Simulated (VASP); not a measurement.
Nb2Si2O:

```
Nb Si O
1.0
     3.01023   -3.08535    0.00000
     3.01023    3.08535    0.00000
     0.00000    0.00000    3.84464
Nb Si O
2 2 1
Cartesian
  1.5051 1.5427 0.0000
  1.5051 -1.5427 0.0000
  0.0000 0.0000 1.9223
  3.0102 0.0000 1.9223
  3.0102 0.0000 0.0000
```

The cell was built from a structure type or drawn by symmetry, and may not be a known phase.

* Program: VASP 6.6.1
* Task: relaxation of cell and atoms
* Functional: PBE
* Potentials or basis: VASP PAW PBE potentials, release 64 (Nb_sv, Si, O)
* Cutoff: 600 eV
* k mesh: 4 × 4 × 4
* Occupations: gaussian, width 0.1 eV
* Spin: no spin polarisation

At the start: pressure -0.9 GPa; volume 14.28 Å³/atom.

**Question.** How do energy, volume and symmetry change on relaxing?

**Answer.** Over 12 steps the energy falls by 30.3 meV/atom and the volume is 14.08 Å³/atom (-1.4 %); space group Cmmm (No. 65, to 0.1 Å) before and after.

Step by step:
```csv
step,energy change (eV),largest force (eV/Å),pressure (GPa),volume (Å³)
1,0.0000,0.0000,-0.88,71.42
2,-0.0696,0.0000,0.10,70.58
3,-0.1043,0.0000,1.07,69.81
4,-0.0584,0.0000,4.51,68.17
5,-0.1100,0.0000,1.87,69.40
6,-0.1324,0.0000,-1.77,70.99
7,-0.1330,0.0000,-1.35,70.78
8,-0.1479,0.0000,-0.18,70.38
9,-0.1493,0.0000,-0.43,70.47
10,-0.1513,0.0000,0.57,70.05
11,-0.1514,0.0000,0.39,70.13
12,-0.1517,0.0000,-0.25,70.42
```

Final structure:
```
Nb Si O
1.0
     2.92561   -3.29307    0.00000
     2.92561    3.29307    0.00000
     0.00000    0.00000    3.65466
Nb Si O
2 2 1
Direct
  0.00000 0.50000 0.00000
  0.50000 0.00000 0.00000
  0.00000 0.00000 0.50000
  0.50000 0.50000 0.50000
  0.50000 0.50000 0.00000
```

Caveat: the k points lie up to 0.43 Å⁻¹ apart in the final cell, too coarse for converged energies and pressures of a metal.
